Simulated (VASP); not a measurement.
# YSe (Fm-3m) in VASP: a series of runs, part 3 of 3

VASP 6.6.1. Earlier steps stand in the parts before.

### Step 6. Electric field gradients, LDA (volume scaled by 1.04)

Input file INCAR:

```
SYSTEM = YSe
  ALGO = Normal
  EDIFF = 1E-8
  ENCUT = 520
  ISIF = 2
  ISMEAR = -1
  LASPH = .True.
  LCHARG = .False.
  LEFG = .True.
  LREAL = .False.
  LWAVE = .False.
  NBANDS = 16
  NELM = 100
  PREC = Accurate
  SIGMA = 0.03
```

Input file KPOINTS:

```
k-points
0
Gamma
  7 7 7
  0 0 0
```

Input file POSCAR:

```
YSe
1.0
    0.0000000000      2.9128332860      2.9128332860
    2.9128332860      0.0000000000      2.9128332860
    2.9128332860      2.9128332860      0.0000000000
Y Se
1 1
Direct
    0.0000000000      0.0000000000      0.0000000000
    0.5000000000      0.5000000000      0.5000000000
```

Potentials or basis: VASP PAW LDA potentials, release 64 (Y_sv, Se).

On the command line:

```console
$ cat potpaw_LDA.64/Y_sv/POTCAR potpaw_LDA.64/Se/POTCAR > POTCAR
$ mpirun -np 1 vasp_std > vasp.out
```

OUTCAR:

```text
SYSTEM = YSe
   EDIFF = 1E-8
   ENCUT = 520
   ISIF = 2
   ISMEAR = -1
   LASPH = .True.
   LREAL = .False.
   NELM = 100
   PREC = Accurate

 ion  position               nearest neighbor table
   1  0.000  0.000  0.000-   2 2.91   2 2.91   2 2.91   2 2.91   2 2.91   2 2.91
   2  0.500  0.500  0.500-   1 2.91   1 2.91   1 2.91   1 2.91   1 2.91   1 2.91

  LATTYP: Found a face centered cubic cell.
 ALAT       =     5.8256665720

  Lattice vectors:

 A1 = (   0.0000000000,   2.9128332860,   2.9128332860)
 A2 = (   2.9128332860,   0.0000000000,   2.9128332860)
 A3 = (   2.9128332860,   2.9128332860,   0.0000000000)

Analysis of symmetry for initial positions (statically):
=====================================================================
 Subroutine PRICEL returns:
 Original cell was already a primitive cell.

 Routine SETGRP: Setting up the symmetry group for a
 face centered cubic supercell.

 Subroutine GETGRP returns: Found 48 space group operations
 (whereof 48 operations were pure point group operations)
 out of a pool of 48 trial point group operations.

The static configuration has the point symmetry O_h .

Analysis of symmetry for dynamics (positions and initial velocities):
=====================================================================
 Subroutine PRICEL returns:
 Original cell was already a primitive cell.

 Routine SETGRP: Setting up the symmetry group for a
 face centered cubic supercell.

 Subroutine GETGRP returns: Found 48 space group operations
 (whereof 48 operations were pure point group operations)
 out of a pool of 48 trial point group operations.

The dynamic configuration has the point symmetry O_h .

 Subroutine INISYM returns: Found 48 space group operations
 (whereof 48 operations are pure point group operations),
 and found     1 'primitive' translations

----------------------------------------------------------------------------------------

                                     Primitive cell

  volume of cell :      49.4284

  direct lattice vectors                    reciprocal lattice vectors
     0.000000000  2.912833286  2.912833286    -0.171654177  0.171654177  0.171654177
     2.912833286  0.000000000  2.912833286     0.171654177 -0.171654177  0.171654177
     2.912833286  2.912833286  0.000000000     0.171654177  0.171654177 -0.171654177

  length of vectors
     4.119368338  4.119368338  4.119368338     0.297313756  0.297313756  0.297313756

  position of ions in fractional coordinates (direct lattice)
     0.000000000  0.000000000  0.000000000
     0.500000000  0.500000000  0.500000000

  ion indices of the primitive-cell ions
   primitive index   ion index
                 1           1
                 2           2

----------------------------------------------------------------------------------------

 KPOINTS: k-points

[... 67 lines left out ...]
   NFREE  =      0    steps in history (QN), initial steepest desc. (CG)
   ISIF   =      2    stress and relaxation
   ISYM   =      2    0-nonsym 1-usesym 2-fastsym
   POTIM  = 0.5000    time-step for ionic-motion
   TEBEG  =    0.0;   TEEND  =   0.0 temperature during run
   PSTRESS=    0.0 pullay stress
   NELECT =      17.0000    total number of electrons
   NUPDOWN=      -1.0000    fix difference up-down
   EMIN   =  10.00;   EMAX   =-10.00  energy-range for DOS
   EFERMI =   0.00;   METHOD = LEGACY
   ISMEAR =    -1;   SIGMA  =   0.03  broadening in eV -4-tet -1-fermi 0-gaus
   EFERMI_NEDOS =   21; number of points for ismear=-14 and -15
   IALGO  =     38    algorithm
   IMIX   =      4    mixing-type and parameters
     AMIX     =   0.40;   BMIX     =  1.00
     AMIX_MAG =   1.60;   BMIX_MAG =  1.00
  volume/ion in A,a.u.               =      24.71       166.78
  Fermi-wavevector in a.u.,A,eV,Ry     =   1.147006  2.167526 17.900120  1.315622
  Thomas-Fermi vector in A             =   2.283687
   LORBIT       =      0    0 simple, 1 ext, 2 COOP (PROOUT), +10 PAW based schemes
   GGA     = CA    functional components
   LHFCALC =     F    Hartree Fock is set to
   AEXX    =    0.0000 exact exchange contribution
   IVDW    =     0    specifies the selected vdW correction
   LEPSILON=     F    determine dielectric tensor
   LRPA    =     F    only Hartree local field effects (RPA)
 non-spin polarized calculation
  energy-cutoff  :      520.00
  volume of cell :       49.43
 maximum number of plane-waves:      1363
   NGX = 15   NGY = 15   NGZ = 15

 number of electron      16.9999999 magnetization

 Free energy of the ion-electron system (eV)
  ---------------------------------------------------
  ext. energy  EPLUGINS =         0.00000000
  ---------------------------------------------------
  free energy    TOTEN  =       -14.82601196 eV

  energy without entropy =      -14.82184538  energy(sigma->0) =      -14.82392867

 E-fermi :   5.6882     XC(G=0): -10.2440

 val. band max:        5.5148404330   @ k =   0.1429   0.0000   0.0000
 cond. band min:       5.7145234080   @ k =   0.1429   0.0000   0.0000
 fundamental gap:      0.1996829750
 Fermi energy:         5.6882350705

 k-point     1 :       0.0000    0.0000    0.0000
  band No.  band energies     occupation
      1     -37.9577      2.00000
      2     -18.0372      2.00000
      3     -18.0372      2.00000
      4     -18.0372      2.00000
      5      -9.3977      2.00000
      6       2.5968      2.00000
[... 357 lines left out ...]
      3     -18.1628      2.00000
      4     -18.0987      2.00000
      5      -8.6562      2.00000
      6       0.2572      2.00000
[... 8 lines left out ...]
     15      12.5469      0.00000
     16      12.5960      0.00000

------------------------ aborting loop because EDIFF is reached ----------------------------------------

  FORCE on cell =-STRESS in cart. coord.  units (eV):
  Direction    XX          YY          ZZ          XY          YZ          ZX
  --------------------------------------------------------------------------------------
  -------------------------------------------------------------------------------------
  Total       -2.1861339     -2.1861339     -2.1861339      0.0000000      0.0000000      0.0000000
  in kB      -70.8615176    -70.8615176    -70.8615176      0.0000000      0.0000000      0.0000000
  external PRESSURE =     -70.8615176 kB  Pullay stress =       0.0000000 kB

 VOLUME and BASIS-vectors are now :
 -----------------------------------------------------------------------------
  energy-cutoff  :      520.00
  volume of cell :       49.43
      direct lattice vectors                 reciprocal lattice vectors
     0.000000000  2.912833286  2.912833286    -0.171654177  0.171654177  0.171654177
     2.912833286  0.000000000  2.912833286     0.171654177 -0.171654177  0.171654177
     2.912833286  2.912833286  0.000000000     0.171654177  0.171654177 -0.171654177

 POSITION                                       TOTAL-FORCE (eV/Angst)
 -----------------------------------------------------------------------------------
      0.00000      0.00000      0.00000         0.000000      0.000000     -0.000000
      2.91283      2.91283      2.91283        -0.000000     -0.000000      0.000000
 -----------------------------------------------------------------------------------
    total drift:                                0.000000     -0.000000     -0.000000

  FREE ENERGIE OF THE ION-ELECTRON SYSTEM (eV)
  ---------------------------------------------------
  free  energy   TOTEN  =       -14.8260119597 eV

  energy  without entropy=      -14.8218453837  energy(sigma->0) =      -14.82392867

 Electric field gradients (V/A^2)
---------------------------------------------------------------------
 ion       V_xx      V_yy      V_zz      V_xy      V_xz      V_yz
---------------------------------------------------------------------
   1      -0.000     0.000    -0.000    -0.000    -0.000    -0.000
   2       0.000     0.000    -0.000     0.000     0.000     0.000
---------------------------------------------------------------------

 Electric field gradients after diagonalization (V/A^2)
 (convention: |V_zz| > |V_xx| > |V_yy|)
----------------------------------------------------------------------
 ion       V_xx      V_yy      V_zz     asymmetry (V_yy - V_xx)/ V_zz
----------------------------------------------------------------------
   1       0.000     0.000    -0.000       0.000
   2      -0.000    -0.000     0.001       0.000
----------------------------------------------------------------------

           NMR quadrupolar parameters

 Cq : quadrupolar parameter    Cq=e*Q*V_zz/h
 eta: asymmetry parameters     (V_yy - V_xx)/ V_zz
 Q  : nuclear electric quadrupole moment in mb (millibarn)
----------------------------------------------------------------------
 ion       Cq(MHz)       eta       Q (mb)
----------------------------------------------------------------------
   1      -0.000       0.000       1.000
   2       0.000       0.000       1.000
----------------------------------------------------------------------
```

stdout:

```text
POSCAR found type information on POSCAR Y Se
 POSCAR found :  2 types and       2 ions
 scaLAPACK will be used
 LDA part: xc-table for (Slater(with rela. corr.)+CA(PZ))
 , standard interpolation
 POSCAR, INCAR and KPOINTS ok, starting setup
 FFT: planning ... GRIDC
 FFT: planning ... GRID_SOFT
 FFT: planning ... GRID
 WAVECAR not read
 entering main loop
ion   1

ion   2
```

Run time: 15 s. Hardware: 1 thread of Intel Xeon Platinum 8259CL at 2.50GHz (Skylake/Cascade Lake), shared host; peak memory 0.18 GiB.

What came out:

- Free energy: -14.8260 eV
- Pressure: -7.1 GPa

Levels at points of the mesh, in eV from the Fermi level:
```
           k point  band 7  band 8  band 9  band 10  band 11  band 12
(0.00, 0.00, 0.00)   -3.09   -3.09   -0.30    -0.30    -0.30     0.24
```

Caveat: without QUAD_EFG the Cq values of the log hold for a quadrupole moment of 1 mb, not for the nuclei.

### Step 7. Overview

```tsv
cell	gap on the mesh (eV)	pressure (GPa)
a = 4.066 Å, angles 60.0°, 2 atoms	none	-4.5
a = 4.079 Å, angles 60.0°, 2 atoms	none	-5.2
a = 4.119 Å, angles 60.0°, 2 atoms	none	-7.1
```

Alike in all rows: task electric field gradients; level LDA; potentials or basis VASP PAW LDA potentials, release 64 (Y_sv, Se); no spin polarisation; k mesh 7 × 7 × 7; cutoff (eV) 520; smearing fermi-dirac 0.03 eV.

Absolute energies hang on the potentials; compare differences alone.
